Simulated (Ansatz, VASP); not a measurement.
# Two plane-wave programs on La3O2

```
CELL_PARAMETERS angstrom
4.86134 0.00000 0.00000
0.00000 4.86134 0.00000
0.00000 0.00000 4.86134
ATOMIC_POSITIONS crystal
La 0.00000 0.50000 0.50000
La 0.50000 0.00000 0.50000
La 0.50000 0.50000 0.00000
O 0.50000 0.50000 0.50000
O 0.00000 0.00000 0.00000
```

Alike in both runs: functional PBE; k mesh 8 × 8 × 8; occupations gaussian, width 0.1 eV; no spin polarisation.

Ansatz relaxed the structure, and its values are those at the end. VASP's run is a single point on that final structure, the one shown.

|  | VASP | Ansatz |
| --- | --- | --- |
| version | VASP 6.6.1 | Ansatz 0.2.0 |
| potentials or method | VASP PAW PBE potentials, release 64 (La, O), cutoff 520 eV | scalar-relativistic, plane waves, PAW |
| valence electrons in the cell | 45 | 45 |

```csv
,VASP,Ansatz,Ansatz less VASP
gap on the k mesh at the Fermi level (eV),none,none,-
pressure (GPa),-0.1,0.0,+0.12
```

A gap of «none» marks a metal or a gap that the smearing closes.

Neither program's run includes spin-orbit coupling.
